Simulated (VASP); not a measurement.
Set up this calculation in VASP 6.6.1, as the native input.

| Item | Value |
| --- | --- |
| Task | single point |
| Functional | PBEsol |
| Potentials or basis | VASP PAW PBE potentials, release 64 (Al, Cu) |
| Cutoff | 600 eV |
| k mesh | 8 × 6 × 6 |
| Occupations | gaussian, width 0.1 eV |
| Spin | no spin polarisation |
| Dipole correction | no |
| Further INCAR settings | ALGO = Normal; EDIFF = 1e-06; NBANDS = 46 |

The structure of Al2Cu lies in POSCAR:

```
Al2Cu
1.0
    0.0000000000      0.0000000000     -4.8220918972
    5.9962101631      0.0000000000      0.0000000000
    0.0000000000     -5.9962101631      0.0000000000
Al Cu
8 4
Direct
    0.0000000000      0.6590087109      0.1590087109
    0.5000000000      0.1590087109      0.6590087109
    0.5000000000      0.6590087109      0.8409912891
    0.0000000000      0.1590087109      0.3409912891
    1.0000000000      0.8409912891      0.6590087109
    0.5000000000      0.3409912891      0.1590087109
    0.5000000000      0.8409912891      0.3409912891
    0.0000000000      0.3409912891      0.8409912891
    0.7500000000      0.0000000000      0.0000000000
    0.2500000000      0.5000000000      0.5000000000
    0.2500000000      0.0000000000      0.0000000000
    0.7500000000      0.5000000000      0.5000000000
```

One way to write it, as run:

INCAR

```
SYSTEM = Al2Cu
ALGO = Normal ; EDIFF = 1E-6
ENCUT = 600 ; GGA = PS
GGA_COMPAT = .False. ; ISIF = 2
ISMEAR = 0 ; LASPH = .True.
LCHARG = .False. ; LREAL = .False.
LWAVE = .False. ; NBANDS = 46
NELM = 120 ; PREC = Accurate
SIGMA = 0.1
```

KPOINTS

```
k-points
0
Gamma
  8 6 6
  0 0 0
```

Potentials or basis: VASP PAW PBE potentials, release 64 (Al, Cu).

Run with:

```sh
$ cat potpaw_PBE.64/Al/POTCAR potpaw_PBE.64/Cu/POTCAR > POTCAR
$ mpirun -np 1 vasp_std > vasp.out
```

It gave:

```yaml
Pressure: 0.3 GPa
Largest_force: 0.010 eV/Å
Band_gap_on_the_k_mesh: zero (band 34 reaches 9.37 eV, above the bottom of band 35 at 7.45 eV)
```

Caveat: the PAW data sets were made with another functional, which shifts forces and pressure a little.

It took 14 min on 1 thread of AMD EPYC 7R13, with other jobs on the host, peak memory 0.49 GiB.
